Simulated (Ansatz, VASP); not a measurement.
**Al32H: VASP beside Ansatz**

```
Al H
1.0
     8.10000    0.00000    0.00000
     0.00000    8.10000    0.00000
     0.00000    0.00000    8.10000
Al H
32 1
Cartesian
  4.0486 0.0206 -0.0215
  6.0798 2.0040 -0.0218
  6.0704 -0.0088 2.0303
  -0.0045 -0.0067 0.0052
  2.0339 2.0317 0.0057
  4.0593 4.0571 0.0070
  6.0701 6.0680 0.0070
  2.0056 0.0207 2.0216
  4.0591 2.0339 2.0309
  6.1521 3.9759 1.9490
  4.0592 -0.0087 4.0416
  6.0700 2.0339 4.0418
  6.0791 0.0207 6.0949
  0.0223 4.0464 -0.0217
  2.0056 6.0776 -0.0216
  0.0223 2.0040 2.0207
  2.0367 4.0565 2.0304
  3.9783 6.1494 1.9490
  0.0220 0.0206 4.0522
  2.0052 2.0039 4.0516
  3.9767 3.9742 4.1242
  6.1517 6.1490 4.1222
  2.0342 -0.0075 6.0665
  4.0489 2.0039 6.0953
  6.0703 4.0565 6.0644
  -0.0058 6.0679 2.0308
  -0.0059 4.0571 4.0415
  2.0366 6.0680 4.0419
  -0.0048 2.0315 6.0670
  2.0052 4.0477 6.0953
  4.0590 6.0679 6.0645
  0.0220 6.0779 6.0948
  5.0642 5.0622 3.0364
```

Alike in both runs: functional PBE; dispersion D3(BJ); k mesh 2 × 2 × 2; occupations fermi-dirac, width 0.1 eV; no spin polarisation.

Ansatz relaxed the structure, and its values are those at the end. VASP's run is a single point on that final structure, the one shown.

|  | VASP | Ansatz |
| --- | --- | --- |
| version | VASP 6.6.1 | Ansatz 0.2.0 |
| potentials or method | VASP PAW PBE potentials, release 64 (Al, H), cutoff 520 eV | scalar-relativistic, plane waves, PAW |
| valence electrons in the cell | 97 | 97 |

|  | VASP | Ansatz | Ansatz less VASP |
| --- | --- | --- | --- |
| rms of the force components (eV/Å) | 0.004 | 0.001 | -0.0028 |

The k mesh is coarse, so the values compare programs but aren't converged.
